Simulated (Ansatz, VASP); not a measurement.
# Ge in VASP and in Ansatz

File POSCAR:

```
Ge
1.0
    0.0000000000      2.8652422472      2.8652422472
    2.8652422472      0.0000000000      2.8652422472
    2.8652422472      2.8652422472      0.0000000000
Ge
2
Direct
    0.0000000000      0.0000000000      0.0000000000
    0.2500000000      0.2500000000      0.2500000000
```

INCAR.step1

```
ALGO = Normal
EDIFF = 1E-4
ENCUT = 520
GGA = PE
GGA_COMPAT = False
ISMEAR = -1
LASPH = True
LCHARG = False
LREAL = False
LSORBIT = True
LWAVE = True
MAGMOM = 0 0 0 0 0 0
NBANDS = 40
NELM = 150
PREC = Accurate
SIGMA = 0.02
```

INCAR.step2

```
ALGO = Normal
EDIFF = 1E-7
ENCUT = 520
GGA_COMPAT = False
ISIF = 2
ISMEAR = -1
ISTART = 1
LASPH = True
LCHARG = False
LMIXTAU = True
LORBIT = 11
LORBMOM = True
LREAL = False
LSORBIT = True
LWAVE = False
MAGMOM = 0 0 0 0 0 0
METAGGA = R2SCAN
NBANDS = 40
NELM = 150
PREC = Accurate
SIGMA = 0.02
```

File KPOINTS:

```
k-points
0
Gamma
  8 8 8
```

Input for Ansatz:

```yaml
crystal:
  lattice:
    - [0.0, 2.8652422472, 2.8652422472]
    - [2.8652422472, 0.0, 2.8652422472]
    - [2.8652422472, 2.8652422472, 0.0]
  atoms:
    - { symbol: Ge, position: [0.0, 0.0, 0.0] }
    - { symbol: Ge, position: [0.25, 0.25, 0.25] }
kpoints:
  mp_grid: { grid: [8, 8, 8] }
  band_path:
    path:
      - [0.0, 0.0, 0.0]
      - [0.5, 0.0, 0.5]
      - [0.625, 0.25, 0.625]
      - [0.375, 0.375, 0.75]
      - [0.5, 0.5, 0.5]
      - [0.5, 0.25, 0.75]
    npoints: 1
hamiltonian:
  xc: r2scan
scf:
  occupations: { method: fermi_dirac, width: 0.02 }
  n_extra_bands: 8
magnetization:
  noncollinear: true
  spin_orbit: true
output:
  forces: true
  stress: true
  eigenvalues: true
  write_density: true
  write_potential: true
  elf: true
  volumetric_format: npy
```

Change from the starting cell: hydrostatic strain +1.0%.

Alike in both runs: task single point; functional r2SCAN; k mesh 8 × 8 × 8; occupations fermi-dirac, width 0.02 eV; non-collinear spin, spin-orbit coupling.

|  | VASP | Ansatz |
| --- | --- | --- |
| version | VASP 6.6.1 | Ansatz 0.2.0 |
| potentials or method | VASP PAW PBE potentials, release 64 (Ge_d) | plane waves, PAW |
| plane-wave cutoff (eV) | 520 | 500 |
| valence electrons in the cell | 28 | 28 |

|  | VASP | Ansatz | Ansatz less VASP |
| --- | --- | --- | --- |
| pressure (GPa) | -1.8 | -1.9 | -0.08 |

VASP's potentials were made for PBE, not for r2SCAN.
